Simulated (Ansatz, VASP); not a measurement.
**K in VASP and in Ansatz**

```xyz
2
Lattice="4.8893 0.0000 0.0000 -2.4447 4.2343 0.0000 0.0000 0.0000 8.1561" Properties=species:S:1:pos:R:3 pbc="T T T"
K     0.0000    2.8228    2.0390
K     2.4447    1.4114    6.1171
```

Alike in both runs: task single point; functional PBE; k mesh 12 × 12 × 6; occupations gaussian, width 0.1 eV; no spin polarisation.

```csv
,VASP,Ansatz
version,VASP 6.6.1,Ansatz 0.2.0
potentials or method,"VASP PAW PBE potentials, release 64 (K_sv), cutoff 520 eV","scalar-relativistic, plane waves, PAW"
valence electrons in the cell,18,18
```

```tsv
	VASP	Ansatz	Ansatz less VASP
gap on the k mesh at the Fermi level (eV)	none	none	-
pressure (GPa)	-0.4	-0.4	+0.01
traceless stress, the component that is largest in VASP (GPa)	-0.06	-0.06	0.000
```

A gap of «none» marks a metal or a gap that the smearing closes.
